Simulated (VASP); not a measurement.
Input of a VASP 6.6.1 run:

File INCAR:

```
PREC     = Accurate       # precision mode
ENCUT    = 520            # plane-wave cutoff, eV
EDIFF    = 1E-7           # SCF threshold, eV
ISMEAR   = -1             # smearing method
SIGMA    = 0.05           # smearing width, eV
LREAL    = False          # projectors in reciprocal space
LASPH    = True           # aspherical terms in the spheres
NELM     = 80             # most SCF steps
ALGO     = Normal         # electronic algorithm
ISIF     = 2              # what is computed and relaxed
LWAVE    = False          # write WAVECAR
LCHARG   = False          # write CHGCAR
GGA      = CA             # functional
NBANDS   = 14             # bands
```

KPOINTS

```
regular mesh
0
Gamma
  12 12 12
```

The input POSCAR:

```
Rh
1.0
    0.0000000000      1.8766926536      1.8766926536
    1.8766926536      0.0000000000      1.8766926536
    1.8766926536      1.8766926536      0.0000000000
Rh
1
Direct
    0.0000000000      0.0000000000      0.0000000000
```

Potentials or basis: VASP PAW LDA potentials, release 64 (Rh_pv).

Command:

```bash
$ cat potpaw_LDA.64/Rh_pv/POTCAR > POTCAR
$ mpirun -np 1 vasp_std > vasp.out
```

Task: What does it give for the pressure?

Result: 0.8 GPa.
